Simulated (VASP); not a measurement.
# MgSi32 (a cell with a defect) in VASP: single point with PBEsol

Aim: the single point of MgSi32 (a cell with a defect) with PBEsol.

Program: VASP 6.6.1. These are calculated values, not measurements. Logs are shortened: lines on timing, memory, paths and dates and some standing lists are left out, and cuts for length are marked.

**1. The cell of the first run**

The cell holds a defect, 33 atoms: a = 9.412 Å, b = 9.412 Å, c = 9.412 Å, α = 109.47°, β = 109.47°, γ = 109.47°.

**2. Single point, PBEsol (with an interstitial atom, then relaxed in part)**

Contents of INCAR:

```
PREC = Accurate
ENCUT = 520
EDIFF = 1E-6
ISMEAR = 0
SIGMA = 0.02
LREAL = Auto
LASPH = True
NELM = 120
ALGO = Normal
ISIF = 2
LWAVE = False
LCHARG = True
GGA = PS
LELF = True
LVHAR = True
NBANDS = 87
GGA_COMPAT = False
```

Contents of KPOINTS:

```
regular mesh
0
Gamma
  3 3 3
```

Contents of POSCAR:

```
MgSi32
1.0
    5.4338342752      5.4338342752      5.4338342752
   -5.4338342752      5.4338342752     -5.4338342752
   -5.4338342752     -5.4338342752      5.4338342752
Si Mg
32 1
Direct
    0.7322746351     -0.0006234879     -0.0002914267
    0.7465332594      0.7474371021      0.2487518388
   -0.0008998824      0.7328474579     -0.0002928493
    0.7500844808      0.4982143111      0.4984864950
   -0.0010643868      0.5007724838      0.2522673743
    0.2516383616      0.5007942941     -0.0001344388
    0.7465187016      0.2487564814      0.7477178622
   -0.0007613847      0.2521082485      0.5012321150
    0.2656712619      0.2664385217      0.2666686017
    0.5002264335      0.2521746042      0.0000160736
   -0.0011821128     -0.0000964017      0.7331567001
    0.2515702766     -0.0005816687      0.5008969104
    0.5003164241     -0.0001148876      0.2523727444
    0.2476316595      0.7474031204      0.7474608878
    0.4979629950      0.7510217102      0.4989085257
    0.4978477031      0.4987467752      0.7511954519
    0.4858275660     -0.0002798093     -0.0000906506
    0.4989507942      0.7498558198      0.2499923575
    0.7459659224      0.7463329080     -0.0000324458
    0.5122647744      0.5129610684      0.5131801203
    0.7489812686      0.4998124848      0.2498700551
   -0.0007185358      0.4864424107      0.0000322333
    0.4987708485      0.2497897744      0.7499012859
    0.7492248784      0.2496296268      0.5000337376
   -0.0010042928      0.2529285025      0.2532685533
    0.2523214502      0.2528552836     -0.0000544339
    0.7457748535      0.0000461232      0.7467430586
   -0.0007232276     -0.0003560894      0.4866550161
    0.2523501950     -0.0003058674      0.2530425417
   -0.0013935754      0.7463147629      0.7462517882
    0.2490859525      0.7495151203      0.4999365961
    0.2490785276      0.4999402705      0.7499127103
   -0.0008870047     -0.0003376608     -0.0000631335
```

Potentials or basis: VASP PAW PBE potentials, release 64 (Si, Mg).

Run with:

```bash
$ cat potpaw_PBE.64/Si/POTCAR potpaw_PBE.64/Mg/POTCAR > POTCAR
$ mpirun -np 1 vasp_std > vasp.out
```

OUTCAR:

```text
PREC = Accurate
   ENCUT = 520
   EDIFF = 1E-6
   ISMEAR = 0
   LREAL = Auto
   LASPH = True
   NELM = 120
   ISIF = 2
   GGA = PS

 ion  position               nearest neighbor table
   1  0.732  0.999  1.000-  17 2.32  27 2.43  19 2.43  25 2.43  33 2.51
   2  0.747  0.747  0.249-  28 2.33  19 2.34  18 2.34  21 2.34
   3  0.999  0.733  1.000-  22 2.32  19 2.43  30 2.43  29 2.43  33 2.51
   4  0.750  0.498  0.498-  20 2.33  30 2.34  21 2.34  24 2.34
   5  0.999  0.501  0.252-  22 2.33  25 2.34  21 2.34  31 2.34
   6  0.252  0.501  1.000-  22 2.33  26 2.34  32 2.34  18 2.34
   7  0.747  0.249  0.748-  22 2.33  27 2.34  23 2.34  24 2.34
   8  0.999  0.252  0.501-  28 2.33  25 2.34  32 2.34  24 2.34
   9  0.266  0.266  0.267-  20 2.32  25 2.43  26 2.43  29 2.43  33 2.51
  10  0.500  0.252  0.000-  17 2.33  26 2.34  21 2.34  23 2.34
  11  0.999  1.000  0.733-  28 2.32  27 2.43  26 2.43  30 2.43  33 2.51
  12  0.252  0.999  0.501-  28 2.33  29 2.34  31 2.34  23 2.34
  13  0.500  1.000  0.252-  17 2.33  29 2.34  24 2.34  18 2.34
  14  0.248  0.747  0.747-  17 2.33  30 2.34  31 2.34  32 2.34
  15  0.498  0.751  0.499-  20 2.33  27 2.34  31 2.34  18 2.34
  16  0.498  0.499  0.751-  20 2.33  19 2.34  32 2.34  23 2.34
  17  0.486  1.000  1.000-   1 2.32  13 2.33  10 2.33  14 2.33
  18  0.499  0.750  0.250-  13 2.34   2 2.34   6 2.34  15 2.34
  19  0.746  0.746  1.000-  16 2.34   2 2.34   1 2.43   3 2.43  33 2.75
  20  0.512  0.513  0.513-   9 2.32  16 2.33  15 2.33   4 2.33
  21  0.749  0.500  0.250-  10 2.34   4 2.34   2 2.34   5 2.34
  22  0.999  0.486  0.000-   3 2.32   5 2.33   7 2.33   6 2.33
  23  0.499  0.250  0.750-   7 2.34  16 2.34  10 2.34  12 2.34
  24  0.749  0.250  0.500-  13 2.34   8 2.34   4 2.34   7 2.34
  25  0.999  0.253  0.253-   8 2.34   5 2.34   9 2.43   1 2.43  33 2.75
  26  0.252  0.253  1.000-  10 2.34   6 2.34   9 2.43  11 2.43  33 2.75
  27  0.746  0.000  0.747-   7 2.34  15 2.34  11 2.43   1 2.43  33 2.75
  28  0.999  1.000  0.487-  11 2.32  12 2.33   2 2.33   8 2.33
  29  0.252  1.000  0.253-  13 2.34  12 2.34   9 2.43   3 2.43  33 2.75
  30  0.999  0.746  0.746-   4 2.34  14 2.34   3 2.43  11 2.43  33 2.75
  31  0.249  0.750  0.500-  14 2.34  15 2.34  12 2.34   5 2.34
  32  0.249  0.500  0.750-  16 2.34  14 2.34   8 2.34   6 2.34
  33  0.999  1.000  1.000-   1 2.51   9 2.51   3 2.51  11 2.51  29 2.75  26 2.75  19 2.75  30 2.75
                            25 2.75  27 2.75

  LATTYP: Found a body centered cubic cell.
 ALAT       =    10.8676685504

  Lattice vectors:

 A1 = (   5.4338342752,   5.4338342752,   5.4338342752)
 A2 = (  -5.4338342752,   5.4338342752,  -5.4338342752)
 A3 = (  -5.4338342752,  -5.4338342752,   5.4338342752)

Analysis of symmetry for initial positions (statically):
=====================================================================
 Subroutine PRICEL returns:
 Original cell was already a primitive cell.

 Routine SETGRP: Setting up the symmetry group for a
 body centered cubic supercell.

 Subroutine GETGRP returns: Found  1 space group operations
 (whereof  1 operations were pure point group operations)
 out of a pool of 48 trial point group operations.

The static configuration has the point symmetry C_1 .

Analysis of symmetry for dynamics (positions and initial velocities):
=====================================================================
 Subroutine PRICEL returns:
 Original cell was already a primitive cell.

 Routine SETGRP: Setting up the symmetry group for a
 body centered cubic supercell.

 Subroutine GETGRP returns: Found  1 space group operations
 (whereof  1 operations were pure point group operations)
 out of a pool of 48 trial point group operations.

The dynamic configuration has the point symmetry C_1 .

 Subroutine INISYM returns: Found  1 space group operations
 (whereof  1 operations are pure point group operations),
 and found     1 'primitive' translations

----------------------------------------------------------------------------------------

                                     Primitive cell

  volume of cell :     641.7696

  direct lattice vectors                    reciprocal lattice vectors
     5.433834275  5.433834275  5.433834275     0.000000000  0.092016056  0.092016056
    -5.433834275  5.433834275 -5.433834275    -0.092016056  0.092016056  0.000000000
    -5.433834275 -5.433834275  5.433834275    -0.092016056  0.000000000  0.092016056

  length of vectors
     9.411677045  9.411677045  9.411677045     0.130130355  0.130130355  0.130130355

  position of ions in fractional coordinates (direct lattice)
     0.732274635  0.999376512  0.999708573
     0.746533259  0.747437102  0.248751839
     0.999100118  0.732847458  0.999707151
     0.750084481  0.498214311  0.498486495
     0.998935613  0.500772484  0.252267374
     0.251638362  0.500794294  0.999865561
[... 25 lines left out ...]
     0.249078528  0.499940270  0.749912710
     0.999112995  0.999662339  0.999936867

  ion indices of the primitive-cell ions
   primitive index   ion index
                 1           1
                 2           2
                 3           3
                 4           4
                 5           5
                 6           6
[... 25 lines left out ...]
                32          32
                33          33

----------------------------------------------------------------------------------------

 KPOINTS: regular mesh

Automatic generation of k-mesh.
 Grid dimensions read from file:
 generate k-points for:    3    3    3

 Generating k-lattice:

  Cartesian coordinates                     Fractional coordinates (reciprocal lattice)
     0.000000000  0.030672019  0.030672019     0.333333333  0.000000000  0.000000000
    -0.030672019  0.030672019  0.000000000     0.000000000  0.333333333  0.000000000
    -0.030672019  0.000000000  0.030672019     0.000000000  0.000000000  0.333333333

  Length of vectors
     0.043376785  0.043376785  0.043376785

  Shift w.r.t. Gamma in fractional coordinates (k-lattice)
     0.000000000  0.000000000  0.000000000

 Subroutine IBZKPT returns following result:
 ===========================================

 Found     14 irreducible k-points:

 Following reciprocal coordinates:
            Coordinates               Weight
  0.000000  0.000000  0.000000      1.000000
  0.333333  0.000000  0.000000      2.000000
  0.000000  0.333333  0.000000      2.000000
  0.000000  0.000000  0.333333      2.000000
  0.333333  0.000000 -0.333333      2.000000
  0.333333 -0.333333  0.000000      2.000000
  0.000000  0.333333 -0.333333      2.000000
  0.333333  0.333333 -0.000000      2.000000
 -0.000000  0.333333  0.333333      2.000000
  0.333333  0.000000  0.333333      2.000000
 -0.333333 -0.333333 -0.333333      2.000000
 -0.333333  0.333333  0.333333      2.000000
  0.333333 -0.333333  0.333333      2.000000
  0.333333  0.333333 -0.333333      2.000000
   k-points           NKPTS =     14   k-points in BZ     NKDIM =     14   number of bands    NBANDS=     87
   number of dos      NEDOS =    301   number of ions     NIONS =     33
   total plane-waves  NPLWV = 343000
   dimension x,y,z NGX =    70 NGY =   70 NGZ =   70
   dimension x,y,z NGXF=   140 NGYF=  140 NGZF=  140
   ions per type =              32   1
   NGX,Y,Z   is equivalent  to a cutoff of  12.36, 12.36, 12.36 a.u.
   NGXF,Y,Z  is equivalent  to a cutoff of  24.73, 24.73, 24.73 a.u.
 SYSTEM =  unknown system
   PREC   = accura    normal or accurate (medium, high low for compatibility)
   ISTART =      0    job   : 0-new  1-cont  2-samecut
   ICHARG =      2    charge: 1-file 2-atom 10-const
   ISPIN  =      1    spin polarized calculation?
   LNONCOLLINEAR =      F non collinear calculations
   LSORBIT =      F    spin-orbit coupling
   LASPH  =      T    aspherical Exc in radial PAW
   ENCUT  =  520.0 eV  38.22 Ry    6.18 a.u.  17.50 17.50 17.50*2*pi/ulx,y,z
   NELM   =    120;   NELMIN=  2; NELMDL= -5     # of ELM steps
   EDIFF  = 0.1E-05   stopping-criterion for ELM
   LREAL  =      T    real-space projection
   EDIFFG = 0.1E-04   stopping-criterion for IOM
   NSW    =      0    number of steps for IOM
   IBRION =     -1    ionic relax: 0-MD 1-quasi-New 2-CG
   NFREE  =      0    steps in history (QN), initial steepest desc. (CG)
   ISIF   =      2    stress and relaxation
   ISYM   =      2    0-nonsym 1-usesym 2-fastsym
   POTIM  = 0.5000    time-step for ionic-motion
   TEBEG  =    0.0;   TEEND  =   0.0 temperature during run
   PSTRESS=    0.0 pullay stress
   NELECT =     130.0000    total number of electrons
   NUPDOWN=      -1.0000    fix difference up-down
   EMIN   =  10.00;   EMAX   =-10.00  energy-range for DOS
   EFERMI =   0.00;   METHOD = LEGACY
   ISMEAR =     0;   SIGMA  =   0.02  broadening in eV -4-tet -1-fermi 0-gaus
   EFERMI_NEDOS =   21; number of points for ismear=-14 and -15
   IALGO  =     38    algorithm
   IMIX   =      4    mixing-type and parameters
     AMIX     =   0.40;   BMIX     =  1.00
     AMIX_MAG =   1.60;   BMIX_MAG =  1.00
  volume/ion in A,a.u.               =      19.45       131.24
  Fermi-wavevector in a.u.,A,eV,Ry     =   0.961456  1.816889 12.577202  0.924398
  Thomas-Fermi vector in A             =   2.090830
   LORBIT       =      0    0 simple, 1 ext, 2 COOP (PROOUT), +10 PAW based schemes
   GGA     = PS    functional components
   LHFCALC =     F    Hartree Fock is set to
   AEXX    =    0.0000 exact exchange contribution
   IVDW    =     0    specifies the selected vdW correction
   LEPSILON=     F    determine dielectric tensor
   LRPA    =     F    only Hartree local field effects (RPA)
 non-spin polarized calculation
 Gauss-broadening in eV      SIGMA  =   0.02
  energy-cutoff  :      520.00
  volume of cell :      641.77
 maximum number of plane-waves:     17357
 NGX is ok and might be reduce to    70
   NGX = 35   NGY = 35   NGZ = 35

 number of electron     129.9999999 magnetization

 Free energy of the ion-electron system (eV)
  ---------------------------------------------------
  ext. energy  EPLUGINS =         0.00000000
  ---------------------------------------------------
  free energy    TOTEN  =      -183.77539004 eV

  energy without entropy =     -183.77139666  energy(sigma->0) =     -183.77339335

 E-fermi :   6.8447     XC(G=0):  -9.6657

 val. band max:        6.5532180008   @ k =   0.0000   0.3333  -0.3333
 cond. band min:       6.8536373354   @ k =   0.3333   0.0000   0.0000
 fundamental gap:      0.3004193346
 Fermi energy:         6.8446682029

 k-point     1 :       0.0000    0.0000    0.0000
  band No.  band energies     occupation
      1      -6.1451      2.00000
      2      -4.2452      2.00000
      3      -4.1425      2.00000
      4      -4.1421      2.00000
      5      -4.1396      2.00000
      6      -4.0825      2.00000
[... 69 lines left out ...]
     76       8.1648      0.00000
     77       8.1649      0.00000
[... 1038 lines left out ...]
     76       8.3609      0.00000
     77       8.3619      0.00000
 [bands above 77 left out]

------------------------ aborting loop because EDIFF is reached ----------------------------------------

  FORCE on cell =-STRESS in cart. coord.  units (eV):
  Direction    XX          YY          ZZ          XY          YZ          ZX
  --------------------------------------------------------------------------------------
  -------------------------------------------------------------------------------------
  Total        5.4769790      5.4825633      5.4677728      0.0203106      0.0069200      0.0232686
  in kB       13.6732734     13.6872146     13.6502902      0.0507055      0.0172758      0.0580900
  external PRESSURE =      13.6702594 kB  Pullay stress =       0.0000000 kB

 VOLUME and BASIS-vectors are now :
 -----------------------------------------------------------------------------
  energy-cutoff  :      520.00
  volume of cell :      641.77
      direct lattice vectors                 reciprocal lattice vectors
     5.433834275  5.433834275  5.433834275     0.000000000  0.092016056  0.092016056
    -5.433834275  5.433834275 -5.433834275    -0.092016056  0.092016056  0.000000000
    -5.433834275 -5.433834275  5.433834275    -0.092016056  0.000000000  0.092016056

 POSITION                                       TOTAL-FORCE (eV/Angst)
 -----------------------------------------------------------------------------------
     -6.88364      3.97725      3.98086        -0.005431      0.015084      0.013273
     -1.35659      6.76631      1.34676         0.010893      0.004891     -0.004080
     -3.98547      3.97887      6.87902        -0.015728      0.014914     -0.012753
     -1.34007      4.07436      4.07731        -0.005702      0.006841      0.006330
      1.33616      6.77839      4.07771        -0.003643     -0.004567      0.011861
     -6.78698     -1.34451      4.07923         0.000943     -0.003557      0.005757
[... 25 lines left out ...]
     -5.43804     -0.00486      2.71176        -0.001747     -0.006757      0.004232
     -5.43648      5.42752      5.43051         0.001954      0.001216     -0.002872
 -----------------------------------------------------------------------------------
    total drift:                                0.010134      0.019089      0.008928

  FREE ENERGIE OF THE ION-ELECTRON SYSTEM (eV)
  ---------------------------------------------------
  free  energy   TOTEN  =      -183.7753900440 eV

  energy  without entropy=     -183.7713966596  energy(sigma->0) =     -183.77339335
```

Run time: 13 min. Hardware: 1 thread of Intel Xeon 6975P-C (Granite Rapids), shared host; peak memory 0.94 GiB.

Results:

```
Free energy            : -183.7754 eV
Pressure               : 1.4 GPa
Largest force          : 0.026 eV/Å
Band gap on the k mesh : zero (bands 65 and 66 overlap by 0.60 eV)
```

Forces in eV/Å, atoms in the order of the input:
```
Si  -0.005  0.015  0.013
Si   0.011  0.005 -0.004
Si  -0.016  0.015 -0.013
Si  -0.006  0.007  0.006
Si  -0.004 -0.005  0.012
Si   0.001 -0.004  0.006
Si   0.014 -0.002 -0.002
Si   0.004  0.007 -0.009
Si   0.013 -0.011 -0.011
Si   0.004  0.000 -0.008
Si  -0.004 -0.013  0.022
Si  -0.003  0.011 -0.005
Si  -0.002 -0.009  0.000
Si  -0.011 -0.011 -0.005
Si  -0.003  0.017  0.000
Si  -0.001 -0.003  0.013
Si   0.003  0.003 -0.001
Si   0.005 -0.003  0.003
Si  -0.004  0.000 -0.003
Si   0.006  0.005  0.004
Si   0.000  0.002  0.004
Si   0.004  0.001 -0.003
Si   0.005  0.001  0.002
Si  -0.009 -0.002 -0.002
Si   0.014 -0.005 -0.011
Si  -0.006 -0.005 -0.006
Si   0.006 -0.010  0.006
Si  -0.001 -0.001 -0.005
Si  -0.005 -0.006 -0.005
Si  -0.010  0.007  0.009
Si   0.001 -0.001 -0.010
Si  -0.002 -0.007  0.004
Mg   0.002  0.001 -0.003
```

Caveat: the cell differs from its parent crystal (with an interstitial atom, then relaxed in part); the PAW data sets were made with another functional, which shifts forces and pressure a little.
